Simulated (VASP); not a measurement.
# LiF (Fm-3m) in VASP: notebook, part 2 of 2

VASP 6.6.1. Earlier steps stand in the parts before.

## (5) Relaxation of cell and atoms, PBE

This run uses another cell than the first one, of 8.51 Å³/atom, 1.011 times its volume.

INCAR

```
SYSTEM = LiF
PREC = Accurate
ENCUT = 910
EDIFF = 1E-7
ISMEAR = 0
SIGMA = 0.02
LREAL = .False.
LASPH = .True.
NELM = 120
ALGO = Normal
ISIF = 3
LWAVE = .False.
LCHARG = .False.
GGA = PE
IBRION = 2
NSW = 100
EDIFFG = -0.005
GGA_COMPAT = .False.
NELMIN = 4
```

KPOINTS

```
regular mesh
0
Gamma
  10 10 10
  0 0 0
```

POSCAR

```
LiF
1.0
    0.0000000000      2.0417135738      2.0417135738
    2.0417135738      0.0000000000      2.0417135738
    2.0417135738      2.0417135738      0.0000000000
Li F
1 1
Direct
    0.0000000000      0.0000000000      0.0000000000
    0.5000000000      0.5000000000      0.5000000000
```

Potentials or basis: VASP PAW PBE potentials, release 64 (Li_sv, F_h).

The run is started by

```
> cat potpaw_PBE.64/Li_sv/POTCAR potpaw_PBE.64/F_h/POTCAR > POTCAR
> mpirun -np 1 vasp_std > vasp.out
```

OUTCAR:

```text
SYSTEM = LiF
   PREC = Accurate
   ENCUT = 910
   EDIFF = 1E-7
   ISMEAR = 0
   LREAL = .False.
   LASPH = .True.
   NELM = 120
   ISIF = 3
   GGA = PE
   IBRION = 2
   NSW = 100
   EDIFFG = -0.005
   NELMIN = 4

 ion  position               nearest neighbor table
   1  0.000  0.000  0.000-   2 2.04   2 2.04   2 2.04   2 2.04   2 2.04   2 2.04
   2  0.500  0.500  0.500-   1 2.04   1 2.04   1 2.04   1 2.04   1 2.04   1 2.04

  LATTYP: Found a face centered cubic cell.
 ALAT       =     4.0834271476

  Lattice vectors:

 A1 = (   0.0000000000,   2.0417135738,   2.0417135738)
 A2 = (   2.0417135738,   0.0000000000,   2.0417135738)
 A3 = (   2.0417135738,   2.0417135738,   0.0000000000)

Analysis of symmetry for initial positions (statically):
=====================================================================
 Subroutine PRICEL returns:
 Original cell was already a primitive cell.

 Routine SETGRP: Setting up the symmetry group for a
 face centered cubic supercell.

 Subroutine GETGRP returns: Found 48 space group operations
 (whereof 48 operations were pure point group operations)
 out of a pool of 48 trial point group operations.

The static configuration has the point symmetry O_h .

Analysis of symmetry for dynamics (positions and initial velocities):
[... 230 lines left out ...]
--------------------------------------- Ionic step        3  -------------------------------------------

 number of electron      10.0000001 magnetization

 Free energy of the ion-electron system (eV)
  ---------------------------------------------------
  ext. energy  EPLUGINS =         0.00000000
  ---------------------------------------------------
  free energy    TOTEN  =        -9.64816117 eV

  energy without entropy =       -9.64816117  energy(sigma->0) =       -9.64816117

 E-fermi :  -0.3765     XC(G=0):  -9.8958

 val. band max:       -0.6098846205   @ k =   0.0000   0.0000   0.0000
 cond. band min:       8.3084676035   @ k =   0.0000   0.0000   0.0000
 fundamental gap:      8.9183522240
 Fermi energy:        -0.3764611230

 k-point     1 :       0.0000    0.0000    0.0000
  band No.  band energies     occupation
      1     -41.5530      2.00000
      2     -20.5362      2.00000
      3      -0.6099      2.00000
      4      -0.6099      2.00000
      5      -0.6099      2.00000
      6       8.3085      0.00000
      7      23.1307      0.00000
      8      23.1307      0.00000
      9      23.1307      0.00000
[... 265 lines left out ...]
 k-point    24 :       0.4000    0.3000    0.0000
  band No.  band energies     occupation
      1     -41.4975      2.00000
      2     -20.0262      2.00000
      3      -2.8717      2.00000
      4      -1.4584      2.00000
      5      -1.3493      2.00000
      6      12.3023      0.00000
      7      16.0763      0.00000
      8      17.7262      0.00000
      9      19.3613      0.00000

 [... further k-points ...]

------------------------ aborting loop because EDIFF is reached ----------------------------------------

  FORCE on cell =-STRESS in cart. coord.  units (eV):
  Direction    XX          YY          ZZ          XY          YZ          ZX
  --------------------------------------------------------------------------------------
  -------------------------------------------------------------------------------------
  Total        0.0032378      0.0032378      0.0032378      0.0000000     -0.0000000      0.0000000
  in kB        0.3119012      0.3119012      0.3119012      0.0000000     -0.0000000      0.0000000
  external PRESSURE =       0.3119012 kB  Pullay stress =       0.0000000 kB
[... 17 lines left out ...]
  FREE ENERGIE OF THE ION-ELECTRON SYSTEM (eV)
  ---------------------------------------------------
  free  energy   TOTEN  =        -9.6481611719 eV

  energy  without entropy=       -9.6481611719  energy(sigma->0) =       -9.64816117

 reached required accuracy - stopping structural energy minimisation
```

OSZICAR:

```text
N       E                     dE             d eps       ncg     rms          rms(c)
DAV:   1     0.724942083525E+02    0.72494E+02   -0.75761E+03   846   0.169E+03
[... 20 lines left out ...]
       N       E                     dE             d eps       ncg     rms          rms(c)
DAV:   1    -0.965697090323E+01   -0.91542E-02   -0.19716E-01   850   0.649E+00    0.811E-01
DAV:   2    -0.964827733494E+01    0.86936E-02   -0.52127E-02   863   0.211E+00    0.133E-01
DAV:   3    -0.964821091561E+01    0.66419E-04   -0.39643E-04  1027   0.271E-01    0.774E-02
DAV:   4    -0.964816161243E+01    0.49303E-04   -0.75709E-05  1232   0.731E-02    0.758E-03
DAV:   5    -0.964816115466E+01    0.45777E-06   -0.67451E-06   864   0.306E-02    0.231E-03
DAV:   6    -0.964816117194E+01   -0.17284E-07   -0.27661E-07  1158   0.565E-03
   3 F= -.96481612E+01 E0= -.96481612E+01  d E =-.211372E-02
```

It took 12 s on 1 thread of Intel Xeon 6975P-C (Granite Rapids), shared host; peak memory 0.15 GiB.

What came out:

| Item | Value |
| --- | --- |
| Free energy | -9.6482 eV |
| Relaxed volume | 8.32 Å³/atom |
| Relaxed cell | a = 2.865 Å, b = 2.865 Å, c = 2.865 Å, α = 60.00°, β = 60.00°, γ = 60.00° |
| Space group after relaxing (to 0.05 Å) | Fm-3m (No. 225) |
| Energy gained by relaxing | 1.1 meV/atom |
| Ionic steps | 3 |
| Pressure after relaxing | 0.0 GPa |
| Band gap on the k mesh | 8.92 eV, direct |

The path:
| step | energy change (eV) | largest force (eV/Å) | pressure (GPa) | volume (Å³) |
| --- | --- | --- | --- | --- |
| 1 | 0.0000 | 0.0000 | -1.77 | 17.02 |
| 2 | -0.0018 | 0.0000 | -0.71 | 16.79 |
| 3 | -0.0021 | 0.0000 | 0.03 | 16.63 |

Final structure:
```
Li F
1.0
     0.00000    2.02599    2.02599
     2.02599    0.00000    2.02599
     2.02599    2.02599    0.00000
Li F
1 1
Cartesian
  0.0000 0.0000 0.0000
  2.0260 2.0260 2.0260
```

Caveat: the cutoff is under 1.25 times the usual one of these potentials, so pressure, stress and relaxed cells hold a basis-set (Pulay) error. A k mesh can miss the band edges.

## (6) Overview

| task | potentials or basis | cell | k mesh | cutoff (eV) | smearing | second run | gap on the mesh (eV) | pressure (GPa) | relaxed volume (Å³/atom) |
| --- | --- | --- | --- | --- | --- | --- | --- | --- | --- |
| single point | VASP PAW PBE potentials, release 64 (Li_sv, F) | a = 2.877 Å, angles 60.0°, 2 atoms | 10 × 10 × 10 | 520 | gaussian 0.02 eV | - | 8.83 | - | - |
| relaxation of cell and atoms | VASP PAW PBE potentials, release 64 (Li_sv, F) | relaxed from a = 2.887 Å, angles 60.0°, 2 atoms | 10 × 10 × 10 | 600 | gaussian 0.02 eV | - | 8.94 | 0.1 | 8.31 |
| single point | VASP PAW PBE potentials, release 64 (Li_sv, F) | a = 7.611 Å, angles 106.6, 106.6, 115.4°, 40 atoms | 2 × 2 × 2, shifted | 520 | gaussian 0.01 eV | - | 9.36 | - | - |
| relaxation of cell and atoms | VASP PAW PBE potentials, release 64 (Li_sv, F_h) | relaxed from a = 2.887 Å, angles 60.0°, 2 atoms | 10 × 10 × 10 | 910 | gaussian 0.02 eV | hard_potentials | 8.92 | 0.0 | 8.32 |

Alike in all rows: level PBE; no spin polarisation.

Caveats: the cutoff is under 1.25 times the usual one of these potentials, so pressure, stress and relaxed cells hold a basis-set (Pulay) error.

Absolute energies hang on the potentials; compare differences alone.
